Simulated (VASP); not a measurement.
Here is a VASP 6.6.1 calculation.

Contents of INCAR:

```
PREC = Accurate
ENCUT = 520
EDIFF = 1E-6
ISMEAR = -1
SIGMA = 0.1
LREAL = False
LASPH = True
NELM = 80
ALGO = Normal
ISIF = 2
LWAVE = False
LCHARG = False
NBANDS = 21
```

The input KPOINTS:

```
regular mesh
0
Gamma
  9 9 9
```

POSCAR

```
Pb
1.0
    0.0000000000      3.4136764852      3.4136764852
    3.4136764852      0.0000000000      3.4136764852
    3.4136764852      3.4136764852      0.0000000000
Pb
2
Direct
    0.1250000000      0.1250000000      0.1250000000
    0.8750000000      0.8750000000      0.8750000000
```

Potentials or basis: VASP PAW LDA potentials, release 64 (Pb_d).

Run with:

```sh
$ cat potpaw_LDA.64/Pb_d/POTCAR > POTCAR
$ mpirun -np 1 vasp_std > vasp.out
```

(1) Predict the pressure.

(2) What does it give for the band gap on the k mesh?

Answers

(1) 0.0 GPa.

(2) zero (band 14 reaches 4.66 eV, above the bottom of band 15 at 3.50 eV).

Caveat: spin-orbit coupling is left out, which moves the levels of the heavy elements.
